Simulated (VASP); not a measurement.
KMgPd3:

```xyz
5
Lattice="4.2223 0.0000 0.0000 0.0000 4.2223 0.0000 0.0000 0.0000 5.3409" Properties=species:S:1:pos:R:3 pbc="T T T"
K     0.0000    0.0000    5.2472
Mg    2.1112    2.1112    3.6694
Pd    0.0000    2.1112    2.6679
Pd    2.1112    2.1112    0.5306
Pd    2.1112    0.0000    2.6679
```

The cell was generated, and may not be a known phase.

| Quantity | Value |
| --- | --- |
| Program | VASP 6.6.1 |
| Task | relaxation of cell and atoms |
| Functional | PBE |
| Potentials or basis | VASP PAW PBE potentials, release 64 (K_sv, Mg, Pd) |
| Cutoff | 600 eV |
| k mesh | 4 × 4 × 4 |
| Occupations | gaussian, width 0.1 eV |
| Spin | no spin polarisation |

At the start: pressure 11.2 GPa; volume 19.04 Å³/atom.

Problem. Where does the relaxation end?

Solution. Over 15 steps the energy falls by 301.2 meV/atom and the volume is 21.86 Å³/atom (+14.8 %); space group P4mm (No. 99, to 0.1 Å) before and after.

The path:
```tsv
step	energy change (eV)	largest force (eV/Å)	pressure (GPa)	volume (Å³)
1	0.0000	3.5694	11.17	95.22
2	-1.0299	1.3660	-2.12	114.71
3	-1.0345	1.2982	-2.64	116.15
4	-1.2777	0.9579	-1.54	112.49
5	-1.4329	0.7428	2.51	106.18
6	-1.4403	0.6491	1.38	107.49
7	-1.4410	0.6690	1.62	107.19
8	-1.4907	0.2546	0.12	110.14
9	-1.4927	0.1593	-0.21	110.89
10	-1.4979	0.1018	-0.08	110.38
11	-1.5035	0.0488	0.22	109.25
12	-1.5037	0.0548	0.29	109.01
13	-1.5051	0.0804	-0.33	109.92
14	-1.5053	0.0727	-0.16	109.65
15	-1.5061	0.0185	0.02	109.30
```

Final structure:
```
K Mg Pd
1.0
     4.40401    0.00000    0.00000
     0.00000    4.40401    0.00000
     0.00000    0.00000    5.63553
K Mg Pd
1 1 3
Direct
  0.00000 0.00000 0.98406
  0.50000 0.50000 0.70755
  0.00000 0.50000 0.44983
  0.50000 0.50000 0.17663
  0.50000 0.00000 0.44983
```

Caveat: the k points lie up to 0.36 Å⁻¹ apart in the final cell, too coarse for converged energies and pressures of a metal.
